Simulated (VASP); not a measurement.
# Ti3HN3 in VASP: further runs

The runs below take Ti3HN3 through single point, with PBE.

Everything below comes from runs of VASP 6.6.1. Logs are shortened: lines on timing, memory, paths and dates and some standing lists are left out, and cuts for length are marked.

### Step 1. The cell of the first run

The cell holds a slab with vacuum, 7 atoms: a = 3.003 Å, b = 3.003 Å, c = 19.758 Å, α = 90.00°, β = 90.00°, γ = 90.00°.

### Step 2. Single point, PBE

Input file INCAR:

```
SYSTEM = Ti3HN3
  PREC = Accurate
  ENCUT = 520
  EDIFF = 1E-6
  ISMEAR = 0
  SIGMA = 0.1
  LREAL = .False.
  LASPH = .True.
  NELM = 100
  ALGO = Normal
  ISIF = 2
  LWAVE = .False.
  LCHARG = .False.
  LDIPOL = .True.
  IDIPOL = 3
  DIPOL = 0.5 0.5 0.331
  GGA = PE
  NBANDS = 35
```

Input file KPOINTS:

```
regular mesh
0
Gamma
  9 9 1
  0 0 0
```

Input file POSCAR:

```
Ti3HN3
1.0
    3.0028555065      0.0000000000      0.0000000000
    0.0000000000      3.0028555065      0.0000000000
    0.0000000000      0.0000000000     19.7584945265
Ti N H
3 3 1
Direct
    0.5000000000      0.5000000000      0.2024445736
    0.0000000000      0.0000000000      0.3072496201
    0.5000000000      0.5000000000      0.4076776418
    0.0000000000      0.0000000000      0.2024445736
    0.5000000000      0.5000000000      0.3055678856
    0.0000000000      0.0000000000      0.4179718508
    0.0000000000      0.0000000000      0.4718450481
```

Potentials or basis: VASP PAW PBE potentials, release 64 (Ti_sv, N, H).

Launch:

```
$ cat potpaw_PBE.64/Ti_sv/POTCAR potpaw_PBE.64/N/POTCAR potpaw_PBE.64/H/POTCAR > POTCAR
$ mpirun -np 1 vasp_std > vasp.out
```

OUTCAR:

```text
SYSTEM = Ti3HN3
   PREC = Accurate
   ENCUT = 520
   EDIFF = 1E-6
   ISMEAR = 0
   LREAL = .False.
   LASPH = .True.
   NELM = 100
   ISIF = 2
   GGA = PE

 ion  position               nearest neighbor table
   1  0.500  0.500  0.202-   5 2.04   4 2.12   4 2.12   4 2.12   4 2.12
   2  0.000  0.000  0.307-   4 2.07   5 2.12   5 2.12   5 2.12   5 2.12   6 2.19   3 2.91   3 2.91
                             3 2.91   3 2.91
   3  0.500  0.500  0.408-   5 2.02   6 2.13   6 2.13   6 2.13   6 2.13   2 2.91   2 2.91   2 2.91
                             2 2.91
   4  0.000  0.000  0.202-   2 2.07   1 2.12   1 2.12   1 2.12   1 2.12
   5  0.500  0.500  0.306-   3 2.02   1 2.04   2 2.12   2 2.12   2 2.12   2 2.12
   6  0.000  0.000  0.418-   7 1.06   3 2.13   3 2.13   3 2.13   3 2.13   2 2.19
   7  0.000  0.000  0.472-   6 1.06

  LATTYP: Found a simple tetragonal cell.
 ALAT       =     3.0028555065
 C/A-ratio  =     6.5799018580

  Lattice vectors:

 A1 = (   3.0028555065,   0.0000000000,   0.0000000000)
 A2 = (   0.0000000000,   3.0028555065,   0.0000000000)
 A3 = (   0.0000000000,   0.0000000000,  19.7584945265)

Analysis of symmetry for initial positions (statically):
=====================================================================
 Subroutine PRICEL returns:
 Original cell was already a primitive cell.

 Routine SETGRP: Setting up the symmetry group for a
 simple tetragonal supercell.

 Subroutine GETGRP returns: Found  8 space group operations
 (whereof  8 operations were pure point group operations)
 out of a pool of 16 trial point group operations.

The static configuration has the point symmetry C_4v.

Analysis of symmetry for dynamics (positions and initial velocities):
=====================================================================
 Subroutine PRICEL returns:
 Original cell was already a primitive cell.

 Routine SETGRP: Setting up the symmetry group for a
 simple tetragonal supercell.

 Subroutine GETGRP returns: Found  8 space group operations
 (whereof  8 operations were pure point group operations)
 out of a pool of 16 trial point group operations.

The dynamic configuration has the point symmetry C_4v.

 Subroutine INISYM returns: Found  8 space group operations
 (whereof  8 operations are pure point group operations),
 and found     1 'primitive' translations

----------------------------------------------------------------------------------------

                                     Primitive cell

  volume of cell :     178.1651

  direct lattice vectors                    reciprocal lattice vectors
     3.002855506  0.000000000  0.000000000     0.333016357  0.000000000  0.000000000
     0.000000000  3.002855506  0.000000000     0.000000000  0.333016357  0.000000000
     0.000000000  0.000000000 19.758494527     0.000000000  0.000000000  0.050611143

  length of vectors
     3.002855506  3.002855506 19.758494527     0.333016357  0.333016357  0.050611143

  position of ions in fractional coordinates (direct lattice)
     0.500000000  0.500000000  0.202444574
     0.000000000  0.000000000  0.307249620
     0.500000000  0.500000000  0.407677642
     0.000000000  0.000000000  0.202444574
     0.500000000  0.500000000  0.305567886
     0.000000000  0.000000000  0.417971851
     0.000000000  0.000000000  0.471845048

  ion indices of the primitive-cell ions
   primitive index   ion index
                 1           1
                 2           2
                 3           3
                 4           4
                 5           5
                 6           6
                 7           7

----------------------------------------------------------------------------------------

 KPOINTS: regular mesh

Automatic generation of k-mesh.
 Grid dimensions read from file:
 generate k-points for:    9    9    1

 Generating k-lattice:

  Cartesian coordinates                     Fractional coordinates (reciprocal lattice)
     0.037001817  0.000000000  0.000000000     0.111111111  0.000000000  0.000000000
     0.000000000  0.037001817  0.000000000     0.000000000  0.111111111  0.000000000
     0.000000000  0.000000000  0.050611143     0.000000000  0.000000000  1.000000000

  Length of vectors
     0.037001817  0.037001817  0.050611143

  Shift w.r.t. Gamma in fractional coordinates (k-lattice)
     0.000000000  0.000000000  0.000000000

 Subroutine IBZKPT returns following result:
 ===========================================

 Found     15 irreducible k-points:

 Following reciprocal coordinates:
            Coordinates               Weight
  0.000000  0.000000  0.000000      1.000000
  0.111111  0.000000  0.000000      4.000000
  0.222222  0.000000  0.000000      4.000000
  0.333333  0.000000  0.000000      4.000000
  0.444444  0.000000  0.000000      4.000000
  0.111111  0.111111  0.000000      4.000000
  0.222222  0.111111  0.000000      8.000000
  0.333333  0.111111  0.000000      8.000000
  0.444444  0.111111  0.000000      8.000000
  0.222222  0.222222  0.000000      4.000000
  0.333333  0.222222  0.000000      8.000000
  0.444444  0.222222  0.000000      8.000000
  0.333333  0.333333  0.000000      4.000000
  0.444444  0.333333  0.000000      8.000000
  0.444444  0.444444  0.000000      4.000000
   k-points           NKPTS =     15   k-points in BZ     NKDIM =     15   number of bands    NBANDS=     35
   number of dos      NEDOS =    301   number of ions     NIONS =      7
   total plane-waves  NPLWV =  86400
   dimension x,y,z NGX =    24 NGY =   24 NGZ =  150
   dimension x,y,z NGXF=    48 NGYF=   48 NGZF=  300
   ions per type =               3   3   1
   NGX,Y,Z   is equivalent  to a cutoff of  13.29, 13.29, 12.62 a.u.
   NGXF,Y,Z  is equivalent  to a cutoff of  26.57, 26.57, 25.24 a.u.
 SYSTEM =  Ti3HN3
   PREC   = accura    normal or accurate (medium, high low for compatibility)
   ISTART =      0    job   : 0-new  1-cont  2-samecut
   ICHARG =      2    charge: 1-file 2-atom 10-const
   ISPIN  =      1    spin polarized calculation?
   LNONCOLLINEAR =      F non collinear calculations
   LSORBIT =      F    spin-orbit coupling
   LASPH  =      T    aspherical Exc in radial PAW
   ENCUT  =  520.0 eV  38.22 Ry    6.18 a.u.   5.58  5.58 36.74*2*pi/ulx,y,z
   NELM   =    100;   NELMIN=  2; NELMDL= -5     # of ELM steps
   EDIFF  = 0.1E-05   stopping-criterion for ELM
   LREAL  =      F    real-space projection
   EDIFFG = 0.1E-04   stopping-criterion for IOM
   NSW    =      0    number of steps for IOM
   IBRION =     -1    ionic relax: 0-MD 1-quasi-New 2-CG
   NFREE  =      0    steps in history (QN), initial steepest desc. (CG)
   ISIF   =      2    stress and relaxation
   ISYM   =      2    0-nonsym 1-usesym 2-fastsym
   POTIM  = 0.5000    time-step for ionic-motion
   TEBEG  =    0.0;   TEEND  =   0.0 temperature during run
   PSTRESS=    0.0 pullay stress
   NELECT =      52.0000    total number of electrons
   NUPDOWN=      -1.0000    fix difference up-down
   EMIN   =  10.00;   EMAX   =-10.00  energy-range for DOS
   EFERMI =   0.00;   METHOD = LEGACY
   ISMEAR =     0;   SIGMA  =   0.10  broadening in eV -4-tet -1-fermi 0-gaus
   EFERMI_NEDOS =   21; number of points for ismear=-14 and -15
   IALGO  =     38    algorithm
   IMIX   =      4    mixing-type and parameters
     AMIX     =   0.40;   BMIX     =  1.00
     AMIX_MAG =   1.60;   BMIX_MAG =  1.00
  volume/ion in A,a.u.               =      25.45       171.76
  Fermi-wavevector in a.u.,A,eV,Ry     =   1.085930  2.052110 16.044579  1.179243
  Thomas-Fermi vector in A             =   2.222055
   LORBIT       =      0    0 simple, 1 ext, 2 COOP (PROOUT), +10 PAW based schemes
   GGA     = PE    functional components
   LHFCALC =     F    Hartree Fock is set to
   AEXX    =    0.0000 exact exchange contribution
   IVDW    =     0    specifies the selected vdW correction
   LEPSILON=     F    determine dielectric tensor
   LRPA    =     F    only Hartree local field effects (RPA)
 non-spin polarized calculation
 Gauss-broadening in eV      SIGMA  =   0.10
  energy-cutoff  :      520.00
  volume of cell :      178.17
 maximum number of plane-waves:      4826
 NGX is ok and might be reduce to    24
   NGX = 11   NGY = 11   NGZ = 73

 dipolmoment           0.000000      0.000000     -0.003956 electrons x Angstroem

 number of electron      52.0000000 magnetization

 dipolmoment           0.000000      0.000000      0.027308 electrons x Angstroem

 Free energy of the ion-electron system (eV)
  ---------------------------------------------------
  ext. energy  EPLUGINS =         0.00000000
  ---------------------------------------------------
  free energy    TOTEN  =       -59.78320330 eV

  energy without entropy =      -59.76924502  energy(sigma->0) =      -59.77622416

 E-fermi :   2.0179     XC(G=0):  -5.4187

 val. band max:        1.9873989583   @ k =   0.1111   0.0000   0.0000
 cond. band min:       2.0807884515   @ k =   0.4444   0.0000   0.0000
 fundamental gap:      0.0933894932
 Fermi energy:         2.0179278037

 k-point     1 :       0.0000    0.0000    0.0000
  band No.  band energies     occupation
      1     -55.9913      2.00000
      2     -55.7274      2.00000
      3     -55.5574      2.00000
      4     -32.4521      2.00000
      5     -32.1340      2.00000
      6     -32.0680      2.00000
[... 27 lines left out ...]
     34       3.5299      0.00000
     35       3.5299      0.00000

 k-point     2 :       0.1111    0.0000    0.0000
  band No.  band energies     occupation
      1     -55.9873      2.00000
      2     -55.7221      2.00000
      3     -55.5553      2.00000
      4     -32.4489      2.00000
      5     -32.1589      2.00000
      6     -32.0881      2.00000
[... 27 lines left out ...]
     34       3.6639      0.00000
     35       3.8511      0.00000
[... 454 lines left out ...]
     34       4.4507      0.00000
     35       4.6483      0.00000

 k-point    15 :       0.4444    0.4444    0.0000
  band No.  band energies     occupation
      1     -55.9289      2.00000
      2     -55.6513      2.00000
      3     -55.5111      2.00000
      4     -32.3702      2.00000
      5     -32.3410      2.00000
      6     -32.3333      2.00000
[... 27 lines left out ...]
     34       4.4754      0.00000
     35       4.5645      0.00000

------------------------ aborting loop because EDIFF is reached ----------------------------------------

 vacuum level on the upper side and lower side of the slab       (xc-potential included)         0.021        -0.507

  FORCE on cell =-STRESS in cart. coord.  units (eV):
  Direction    XX          YY          ZZ          XY          YZ          ZX
  --------------------------------------------------------------------------------------
  -------------------------------------------------------------------------------------
  Total       -0.7103303     -0.7103303      0.5098464      0.0000000      0.0000000     -0.0000000
  in kB       -6.3877545     -6.3877545      4.5848717      0.0000000      0.0000000     -0.0000000
  external PRESSURE =      -2.7302124 kB  Pullay stress =       0.0000000 kB

 VOLUME and BASIS-vectors are now :
 -----------------------------------------------------------------------------
  energy-cutoff  :      520.00
  volume of cell :      178.17
      direct lattice vectors                 reciprocal lattice vectors
     3.002855506  0.000000000  0.000000000     0.333016357  0.000000000  0.000000000
     0.000000000  3.002855506  0.000000000     0.000000000  0.333016357  0.000000000
     0.000000000  0.000000000 19.758494527     0.000000000  0.000000000  0.050611143

 POSITION                                       TOTAL-FORCE (eV/Angst)
 -----------------------------------------------------------------------------------
      1.50143      1.50143      4.00000        -0.000000     -0.000000      1.653288
      0.00000      0.00000      6.07079         0.000000     -0.000000     -0.333374
      1.50143      1.50143      8.05510        -0.000000     -0.000000     -1.122657
      0.00000      0.00000      4.00000        -0.000000     -0.000000     -1.499849
      1.50143      1.50143      6.03756        -0.000000      0.000000     -0.116803
      0.00000      0.00000      8.25849        -0.000000     -0.000000      1.404047
      0.00000      0.00000      9.32295        -0.000000     -0.000000      0.015348
 -----------------------------------------------------------------------------------
    total drift:                                0.000000     -0.000000      0.000707

  FREE ENERGIE OF THE ION-ELECTRON SYSTEM (eV)
  ---------------------------------------------------
  free  energy   TOTEN  =       -59.7832032992 eV

  energy  without entropy=      -59.7692450198  energy(sigma->0) =      -59.77622416

 vacuum level on the upper side and lower side of the slab         4.912         4.348
```

Run time: 2.3 min. Hardware: 1 thread of Intel Xeon 6975P-C (Granite Rapids), shared host; peak memory 0.31 GiB.

What came out:

```yaml
Free_energy: -59.7832 eV
Largest_force: 1.653 eV/Å
Band_gap_on_the_k_mesh: zero (band 26 reaches 2.71 eV, above the bottom of band 27 at 1.15 eV)
```

Forces on the atoms (eV/Å):
```
Ti   0.000  0.000  1.653
Ti   0.000  0.000 -0.333
Ti   0.000  0.000 -1.123
N    0.000  0.000 -1.500
N    0.000  0.000 -0.117
N    0.000  0.000  1.404
H    0.000  0.000  0.015
```

[end of part 1 of 2]
